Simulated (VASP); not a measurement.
# ZnS (P6_3mc) in VASP: further runs

Runs on ZnS. Level: PBE. Tasks: single point.

Everything below comes from runs of VASP 6.6.1. Logs are shortened: lines on timing, memory, paths and dates and some standing lists are left out, and cuts for length are marked.

**1. The cell of the first run**

The structure is hexagonal, space group P6_3mc (No. 186). Conventional cell: a = 4.033 Å, b = 4.033 Å, c = 5.730 Å, α = 90.00°, β = 90.00°, γ = 120.00°. Zn (site symmetry 3m) has 4 S at 2.15 to 2.44 Å within 2.8 Å. S (site symmetry 3m) has 4 Zn at 2.15 to 2.44 Å within 2.8 Å.

**2. Single point, PBE**

INCAR

```
SYSTEM = ZnS
PREC = Accurate ; ENCUT = 520
EDIFF = 1E-6 ; ISMEAR = 0
SIGMA = 0.05 ; LREAL = .FALSE.
LASPH = .TRUE. ; NELM = 60
ALGO = Normal ; ISIF = 2
LWAVE = .FALSE. ; LCHARG = .FALSE.
GGA = PE ; NBANDS = 26
```

KPOINTS

```
regular mesh
0
G
  9 9 4
  0 0 0
```

POSCAR

```
ZnS
1.0
    4.0333996051      0.0000000000      0.0000000000
   -2.0166998025      3.4930265216      0.0000000000
    0.0000000000      0.0000000000      5.7302508189
Zn S
2 2
Direct
    0.3333333333      0.6666666667      0.0052003725
    0.6666666667      0.3333333333      0.5052003725
    0.3333333333      0.6666666667      0.3797996275
    0.6666666667      0.3333333333      0.8797996275
```

Potentials or basis: VASP PAW PBE potentials, release 64 (Zn, S).

Run with:

```console
> cat potpaw_PBE.64/Zn/POTCAR potpaw_PBE.64/S/POTCAR > POTCAR
> mpirun -np 1 vasp_std > vasp.out
```

OUTCAR:

```text
SYSTEM = ZnS
   PREC = Accurate
   ENCUT = 520
   EDIFF = 1E-6
   ISMEAR = 0
   LREAL = .FALSE.
   LASPH = .TRUE.
   NELM = 60
   ISIF = 2
   GGA = PE

 ion  position               nearest neighbor table
   1  0.333  0.667  0.005-   3 2.15   4 2.44   4 2.44   4 2.44
   2  0.667  0.333  0.505-   4 2.15   3 2.44   3 2.44   3 2.44
   3  0.333  0.667  0.380-   1 2.15   2 2.44   2 2.44   2 2.44
   4  0.667  0.333  0.880-   2 2.15   1 2.44   1 2.44   1 2.44

  LATTYP: Found a hexagonal cell.
 ALAT       =     4.0333996051
 C/A-ratio  =     1.4207000000

  Lattice vectors:

 A1 = (   4.0333996051,   0.0000000000,   0.0000000000)
 A2 = (  -2.0166998025,   3.4930265216,   0.0000000000)
 A3 = (   0.0000000000,   0.0000000000,   5.7302508189)

Analysis of symmetry for initial positions (statically):
=====================================================================
 Subroutine PRICEL returns:
 Original cell was already a primitive cell.

 Routine SETGRP: Setting up the symmetry group for a
 hexagonal supercell.

 Subroutine GETGRP returns: Found 12 space group operations
 (whereof  6 operations were pure point group operations)
 out of a pool of 24 trial point group operations.

The static configuration has the point symmetry C_3v.
 The point group associated with its full space group is C_6v.

Analysis of symmetry for dynamics (positions and initial velocities):
=====================================================================
 Subroutine PRICEL returns:
 Original cell was already a primitive cell.

 Routine SETGRP: Setting up the symmetry group for a
 hexagonal supercell.

 Subroutine GETGRP returns: Found 12 space group operations
 (whereof  6 operations were pure point group operations)
 out of a pool of 24 trial point group operations.

The dynamic configuration has the point symmetry C_3v.
 The point group associated with its full space group is C_6v.

 Subroutine INISYM returns: Found 12 space group operations
 (whereof  6 operations are pure point group operations),
 and found     1 'primitive' translations

----------------------------------------------------------------------------------------

                                     Primitive cell
[... 90 lines left out ...]
   LNONCOLLINEAR =      F non collinear calculations
   LSORBIT =      F    spin-orbit coupling
   LASPH  =      T    aspherical Exc in radial PAW
   ENCUT  =  520.0 eV  38.22 Ry    6.18 a.u.   7.50  7.50 10.65*2*pi/ulx,y,z
   NELM   =     60;   NELMIN=  2; NELMDL= -5     # of ELM steps
   EDIFF  = 0.1E-05   stopping-criterion for ELM
   LREAL  =      F    real-space projection
   EDIFFG = 0.1E-04   stopping-criterion for IOM
   NSW    =      0    number of steps for IOM
   IBRION =     -1    ionic relax: 0-MD 1-quasi-New 2-CG
   NFREE  =      0    steps in history (QN), initial steepest desc. (CG)
   ISIF   =      2    stress and relaxation
   ISYM   =      2    0-nonsym 1-usesym 2-fastsym
   POTIM  = 0.5000    time-step for ionic-motion
   TEBEG  =    0.0;   TEEND  =   0.0 temperature during run
   PSTRESS=    0.0 pullay stress
   NELECT =      36.0000    total number of electrons
   NUPDOWN=      -1.0000    fix difference up-down
   EMIN   =  10.00;   EMAX   =-10.00  energy-range for DOS
   EFERMI =   0.00;   METHOD = LEGACY
   ISMEAR =     0;   SIGMA  =   0.05  broadening in eV -4-tet -1-fermi 0-gaus
   EFERMI_NEDOS =   21; number of points for ismear=-14 and -15
   IALGO  =     38    algorithm
   IMIX   =      4    mixing-type and parameters
     AMIX     =   0.40;   BMIX     =  1.00
     AMIX_MAG =   1.60;   BMIX_MAG =  1.00
  volume/ion in A,a.u.               =      20.18       136.20
  Fermi-wavevector in a.u.,A,eV,Ry     =   1.250720  2.363518 21.283599  1.564300
  Thomas-Fermi vector in A             =   2.384701
   LORBIT       =      0    0 simple, 1 ext, 2 COOP (PROOUT), +10 PAW based schemes
   GGA     = PE    functional components
   LHFCALC =     F    Hartree Fock is set to
   AEXX    =    0.0000 exact exchange contribution
   IVDW    =     0    specifies the selected vdW correction
   LEPSILON=     F    determine dielectric tensor
   LRPA    =     F    only Hartree local field effects (RPA)
 non-spin polarized calculation
 Gauss-broadening in eV      SIGMA  =   0.05
  energy-cutoff  :      520.00
  volume of cell :       80.73
 maximum number of plane-waves:      2210
 NGX is ok and might be reduce to    30

 number of electron      36.0000044 magnetization

 Free energy of the ion-electron system (eV)
  ---------------------------------------------------
  ext. energy  EPLUGINS =         0.00000000
  ---------------------------------------------------
  free energy    TOTEN  =       -13.17754062 eV

  energy without entropy =      -13.17754062  energy(sigma->0) =      -13.17754062

 E-fermi :   2.2236     XC(G=0):  -9.4957

 val. band max:        1.9494329333   @ k =   0.0000   0.0000   0.0000
 cond. band min:       3.9816976789   @ k =   0.0000   0.0000   0.0000
 fundamental gap:      2.0322647456
 Fermi energy:         2.2235712550

 k-point     1 :       0.0000    0.0000    0.0000
  band No.  band energies     occupation
      1     -11.1595      2.00000
      2      -9.9582      2.00000
      3      -4.4796      2.00000
      4      -4.3419      2.00000
      5      -4.3419      2.00000
      6      -4.2082      2.00000
[... 685 lines left out ...]
     25      11.5501      0.00000
     26      11.5596      0.00000

 [... further k-points ...]

------------------------ aborting loop because EDIFF is reached ----------------------------------------

  FORCE on cell =-STRESS in cart. coord.  units (eV):
  Direction    XX          YY          ZZ          XY          YZ          ZX
  --------------------------------------------------------------------------------------
  -------------------------------------------------------------------------------------
  Total       -2.3143519     -2.3143519      9.2157581     -0.0000000      0.0000000     -0.0000000
  in kB      -45.9296577    -45.9296577    182.8920726     -0.0000000      0.0000000     -0.0000000
  external PRESSURE =      30.3442524 kB  Pullay stress =       0.0000000 kB

 VOLUME and BASIS-vectors are now :
 -----------------------------------------------------------------------------
  energy-cutoff  :      520.00
  volume of cell :       80.73
      direct lattice vectors                 reciprocal lattice vectors
     4.033399605  0.000000000  0.000000000     0.247929811  0.143142343  0.000000000
    -2.016699802  3.493026522  0.000000000     0.000000000  0.286284686  0.000000000
     0.000000000  0.000000000  5.730250819     0.000000000  0.000000000  0.174512431

 POSITION                                       TOTAL-FORCE (eV/Angst)
 -----------------------------------------------------------------------------------
     -0.00000      2.32868      0.02980        -0.000000     -0.000000     -1.498872
      2.01670      1.16434      2.89492         0.000000      0.000000     -1.498872
     -0.00000      2.32868      2.17635        -0.000000     -0.000000      1.498872
      2.01670      1.16434      5.04147         0.000000     -0.000000      1.498872
 -----------------------------------------------------------------------------------
    total drift:                               -0.000001     -0.000001      0.000067

  FREE ENERGIE OF THE ION-ELECTRON SYSTEM (eV)
  ---------------------------------------------------
  free  energy   TOTEN  =       -13.1775406248 eV

  energy  without entropy=      -13.1775406248  energy(sigma->0) =      -13.17754062
```

Wall time 89 s (1 thread of AMD EPYC 7R13, shared host); peak memory 0.2 GiB.

Results:

```
Free energy            : -13.1775 eV
Pressure               : 3.0 GPa
Largest force          : 1.499 eV/Å
Band gap on the k mesh : 2.03 eV
```

Forces on the atoms (eV/Å):
```
Zn   0.000  0.000 -1.499
Zn   0.000  0.000 -1.499
S    0.000  0.000  1.499
S    0.000  0.000  1.499
```

Stress tensor (GPa, compression positive):
```
-4.59  0.00  0.00
 0.00 -4.59  0.00
 0.00  0.00 18.29
```

Caveat: the cell stands under pressure; an odd mesh through Γ misses points on the zone boundary, where band edges can lie; forces of over 1 eV/Å act on the atoms, so gaps and moduli don't describe the material at rest.

**3. Single point, PBE**

This run uses another cell than the first one, of the same volume but with other edges.

INCAR

```
SYSTEM = ZnS
PREC     = Accurate       ! precision mode
ENCUT    = 520            ! plane-wave cutoff, eV
EDIFF    = 1E-7           ! SCF threshold, eV
ISMEAR   = 0              ! smearing method
SIGMA    = 0.05           ! smearing width, eV
LREAL    = .FALSE.        ! projectors in reciprocal space
LASPH    = .TRUE.         ! aspherical terms in the spheres
NELM     = 80             ! most SCF steps
ALGO     = Normal         ! electronic algorithm
ISIF     = 2              ! what is computed and relaxed
LWAVE    = .FALSE.        ! write WAVECAR
LCHARG   = .FALSE.        ! write CHGCAR
GGA      = PE             ! functional
NBANDS   = 26             ! bands
```

KPOINTS is that of step 2.

POSCAR

```
ZnS
1.0
    3.8455587367      0.0000000000      0.0000000000
   -1.9227793683      3.3303515577      0.0000000000
    0.0000000000      0.0000000000      6.3037246770
Zn S
2 2
Direct
    0.3333333333      0.6666666667      0.0052003725
    0.6666666667      0.3333333333      0.5052003725
    0.3333333333      0.6666666667      0.3533549446
    0.6666666667      0.3333333333      0.8533549446
```

Potentials or basis: VASP PAW PBE potentials, release 64 (Zn, S).

Run with:

```console
> cat potpaw_PBE.64/Zn/POTCAR potpaw_PBE.64/S/POTCAR > POTCAR
> mpirun -np 1 vasp_std > vasp.out
```

Run time: 97 s. Hardware: 1 thread of AMD EPYC 7R13, shared host; peak memory 0.2 GiB.

It converged, with:

```
Free energy            : -13.5041 eV
Pressure               : 1.1 GPa
Largest force          : 1.288 eV/Å
Band gap on the k mesh : 2.00 eV
```

Forces on the atoms (eV/Å):
```
Zn   0.000  0.000 -1.288
Zn   0.000  0.000 -1.288
S    0.000  0.000  1.288
S    0.000  0.000  1.288
```

Stress tensor (GPa, compression positive):
```
-1.65  0.00  0.00
 0.00 -1.65  0.00
 0.00  0.00  6.66
```

Levels at points of the mesh, in eV from the valence-band top:
```
           k point  band 15  band 16  band 17  band 18  band 19  band 20  band 21  band 22
(0.00, 0.00, 0.00)    -1.00    -0.37     0.00     0.00     2.00     3.27     6.28     6.28
(0.00, 0.00, 0.50)    -0.53    -0.53    -0.53    -0.53     3.55     3.55     6.81     6.81
```

Caveat: forces of over 1 eV/Å act on the atoms, so gaps and moduli don't describe the material at rest.

**4. Single point, PBE**

This run uses another cell than the first one, of the same volume but with other edges.

INCAR

```
PREC = Accurate
ENCUT = 520
EDIFF = 1E-6
ISMEAR = 0
SIGMA = 0.05
LREAL = F
LASPH = T
NELM = 80
ALGO = Normal
ISIF = 2
LWAVE = F
LCHARG = F
GGA = PE
NBANDS = 26
```

KPOINTS

```
Automatic mesh
0
Gamma
  9 9 4
```

POSCAR

```
ZnS
1.0
    3.6884088784      0.0000000000      0.0000000000
   -1.8442044392      3.1942557882      0.0000000000
    0.0000000000      0.0000000000      6.8523260142
Zn S
2 2
Direct
    0.3333333333      0.6666666667      0.0052003725
    0.6666666667      0.3333333333      0.5052003725
    0.3333333333      0.6666666667      0.3533549446
    0.6666666667      0.3333333333      0.8533549446
```

Run with:

```console
> cat potpaw_PBE.64/Zn/POTCAR potpaw_PBE.64/S/POTCAR > POTCAR
> mpirun -np 1 vasp_std > vasp.out
```

It took 92 s on 1 thread of AMD EPYC 7R13, shared host; peak memory 0.2 GiB.

It converged, with:

| Quantity | Value |
| --- | --- |
| Free energy | -13.4143 eV |
| Pressure | -0.5 GPa |
| Largest force | 0.314 eV/Å |
| Band gap on the k mesh | 1.31 eV |

Forces on the atoms (eV/Å):
```
Zn   0.000  0.000 -0.314
Zn   0.000  0.000 -0.314
S    0.000  0.000  0.314
S    0.000  0.000  0.314
```

Stress tensor (GPa, compression positive):
```
 3.24  0.00  0.00
 0.00  3.24  0.00
 0.00  0.00 -8.10
```

Levels at points of the mesh, in eV from the valence-band top:
| k point | band 16 | band 17 | band 18 | band 19 | band 20 | band 21 |
| --- | --- | --- | --- | --- | --- | --- |
| (0.00, 0.00, 0.00) | -0.67 | 0.00 | 0.00 | 1.31 | 3.94 | 5.76 |
| (0.00, 0.00, 0.50) | -0.35 | -0.35 | -0.35 | 3.72 | 3.72 | 5.94 |

**5. Single point, PBE**

This run uses another cell than the first one, of the same volume but with other edges.

INCAR

```
SYSTEM = ZnS
PREC = Accurate
ENCUT = 520
EDIFF = 1E-6
ISMEAR = 0
SIGMA = 0.05
LREAL = .FALSE.
LASPH = .TRUE.
NELM = 80
ALGO = Normal
ISIF = 2
LWAVE = .FALSE.
LCHARG = .FALSE.
GGA = PE
NBANDS = 26
```

KPOINTS

```
regular mesh
0
G
  9 9 4
  0 0 0
```

POSCAR

```
ZnS
1.0
    3.8455587367      0.0000000000      0.0000000000
   -1.9227793683      3.3303515577      0.0000000000
    0.0000000000      0.0000000000      6.3037246770
Zn S
2 2
Direct
    0.3333333333      0.6666666667      0.0052003725
    0.6666666667      0.3333333333      0.5052003725
    0.3333333333      0.6666666667      0.4062443104
    0.6666666667      0.3333333333      0.9062443104
```

Run with:

```console
> cat potpaw_PBE.64/Zn/POTCAR potpaw_PBE.64/S/POTCAR > POTCAR
> mpirun -np 1 vasp_std > vasp.out
```

Wall time 1.7 min (1 thread of AMD EPYC 7R13, shared host); peak memory 0.2 GiB.

Results (log left out):

```yaml
Free_energy: -13.5805 eV
Pressure: 1.0 GPa
Largest_force: 0.589 eV/Å
Band_gap_on_the_k_mesh: 2.12 eV
```

Forces on the atoms (eV/Å):
```
Zn   0.000  0.000  0.589
Zn   0.000  0.000  0.589
S    0.000  0.000 -0.589
S    0.000  0.000 -0.589
```

Stress tensor (GPa, compression positive):
```
 2.26  0.00  0.00
 0.00  2.26  0.00
 0.00  0.00 -1.65
```

Levels at points of the mesh, in eV from the valence-band top:
```tsv
k point	band 15	band 16	band 17	band 18	band 19	band 20	band 21	band 22
(0.00, 0.00, 0.00)	-0.82	-0.10	-0.10	0.00	2.12	2.75	6.26	6.26
(0.00, 0.00, 0.50)	-0.47	-0.47	-0.47	-0.47	3.29	3.29	6.65	6.65
```

**6. Summary**

```csv
cell,gap on the mesh (eV),pressure (GPa),largest force (eV/Å)
"a = 4.033, b = 4.033, c = 5.730 Å, angles 90.0, 90.0, 120.0°, 4 atoms, atomic positions A",2.03,3.0,1.50
"a = 3.846, b = 3.846, c = 6.304 Å, angles 90.0, 90.0, 120.0°, 4 atoms, atomic positions B",2.00,1.1,1.29
"a = 3.688, b = 3.688, c = 6.852 Å, angles 90.0, 90.0, 120.0°, 4 atoms, atomic positions B",1.31,-0.5,0.31
"a = 3.846, b = 3.846, c = 6.304 Å, angles 90.0, 90.0, 120.0°, 4 atoms, atomic positions C",2.12,1.0,0.59
```

Alike in all rows: task single point; level PBE; potentials or basis VASP PAW PBE potentials, release 64 (Zn, S); no spin polarisation; k mesh 9 × 9 × 4; cutoff (eV) 520; smearing gaussian 0.05 eV.

Caveats: forces of over 1 eV/Å act on the atoms, so gaps and moduli don't describe the material at rest (at least some runs); the cell stands under pressure (at least some runs); an odd mesh through Γ misses points on the zone boundary, where band edges can lie (at least some runs).

Total energies depend on the potentials used, so only differences within one code and one set of settings carry meaning.
